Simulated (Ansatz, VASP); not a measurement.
**One calculation of ZnS, two programs**

POSCAR

```
ZnS
1.0
    0.0000000000      2.7214810264      2.7214810264
    2.7214810264      0.0000000000      2.7214810264
    2.7214810264      2.7214810264      0.0000000000
Zn S
1 1
Direct
    0.2500000000      0.2500000000      0.2500000000
    0.0000000000      0.0000000000      0.0000000000
```

Contents of INCAR.step1:

```
  PREC = Accurate
  ENCUT = 520
  EDIFF = 1E-5
  ISMEAR = 0
  SIGMA = 0.02
  LREAL = F
  LASPH = T
  NELM = 80
  ALGO = Normal
  ISIF = 2
  LWAVE = T
  NBANDS = 16
  GGA = PE
```

INCAR.step2

```
  PREC = Accurate
  ENCUT = 520
  EDIFF = 1E-6
  ISMEAR = 0
  SIGMA = 0.02
  LREAL = F
  LASPH = T
  NELM = 80
  ALGO = Normal
  ISIF = 2
  LWAVE = F
  LCHARG = T
  GGA = PE
  LHFCALC = T
  HFSCREEN = 0.2079
  PRECFOCK = Normal
  LELF = T
  LVHAR = T
  NBANDS = 16
  ISTART = 1
```

Contents of KPOINTS:

```
regular mesh
0
Gamma
  6 6 6
```

Input for Ansatz:

```yaml
crystal:
  lattice:
    - [0.0, 2.7214810264, 2.7214810264]
    - [2.7214810264, 0.0, 2.7214810264]
    - [2.7214810264, 2.7214810264, 0.0]
  atoms:
    - { symbol: Zn, position: [0.25, 0.25, 0.25] }
    - { symbol: S, position: [0.0, 0.0, 0.0] }
basis:
  ecutwfc: 420
kpoints:
  mp_grid: { grid: [6, 6, 6] }
  band_path:
    path:
      - [[0.0, 0.0, 0.0], [-0.5, -0.5, 0.0], [-0.375, -0.375, 0.25]]
      - [[-0.375, 0.0, 0.375], [0.0, 0.0, 0.0], [0.0, 0.0, 0.5], [-0.5, -0.25, 0.25], [-0.5, -0.5, 0.0]]
    npoints: 4
hamiltonian:
  xc: hse06
scf:
  occupations: { method: gaussian, width: 0.02 }
output:
  forces: true
  stress: true
  eigenvalues: true
  populations: true
  dos: { projected: true, de: 0.02 }
  bader: false
```

Alike in both runs: task single point; functional HSE06; k mesh 6 × 6 × 6; occupations gaussian, width 0.02 eV; no spin polarisation.

```csv
,VASP,Ansatz
version,VASP 6.6.1,Ansatz 0.2.0
potentials or method,"VASP PAW PBE potentials, release 64 (Zn, S), cutoff 520 eV","scalar-relativistic, plane waves, PAW"
valence electrons in the cell,18,18
```

VASP gave:

| Item | Value |
| --- | --- |
| gap on the k mesh at the Fermi level (eV) | 3.22 |
| least direct gap on the mesh (eV) | 3.22 |
| pressure (GPa) | -0.7 |

**Question.** Estimate Ansatz's values.

**Answer.** gap on the k mesh at the Fermi level (eV): 3.23; least direct gap on the mesh (eV): 3.23; pressure (GPa): -0.7.

Ansatz's warnings: stress exchange threshold loose, stress scf threshold loose.
